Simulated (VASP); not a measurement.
Write the native input for VASP 6.6.1 that does the following.

```yaml
Task: single point
Functional: BLYP
Potentials_or_basis: VASP PAW PBE potentials, release 64 (Au)
Cutoff: 520 eV
k_mesh: 15 × 15 × 15
Occupations: fermi-dirac, width 0.1 eV
Spin: no spin polarisation
Dipole_correction: no
Further_INCAR_settings: ALGO = Normal; EDIFF = 1e-07; NBANDS = 12
```

The structure of Au lies in POSCAR:

```
Au
1.0
   -1.6970613698      1.6970613698      1.6970613698
    1.6970613698     -1.6970613698      1.6970613698
    1.6970613698      1.6970613698     -1.6970613698
Au
1
Direct
    0.0000000000      0.0000000000      0.0000000000
```

These files were run (other wordings do the same):

INCAR

```
AGGAC = 1.0
AGGAX = 1.0
ALDAC = 0.0
ALDAX = 1.0
ALGO = Normal
EDIFF = 1E-7
ENCUT = 520
GGA = B5
ISIF = 2
ISMEAR = -1
LASPH = True
LCHARG = False
LREAL = False
LWAVE = False
NBANDS = 12
NELM = 100
PREC = Accurate
SIGMA = 0.1
```

KPOINTS

```
k-points
0
Gamma
  15 15 15
```

Potentials or basis: VASP PAW PBE potentials, release 64 (Au).

The run is started by

```sh
$ cat potpaw_PBE.64/Au/POTCAR > POTCAR
$ mpirun -np 1 vasp_std > vasp.out
```

It gave:

* Pressure: 0.4 GPa

Caveat: the PAW data sets were made with another functional, which shifts forces and pressure a little.

Wall time 31 s on 1 thread of Intel(R) Xeon(R) Platinum 8375C CPU @ 2.90GHz (Ice Lake) (shared host), peak memory 0.16 GiB.
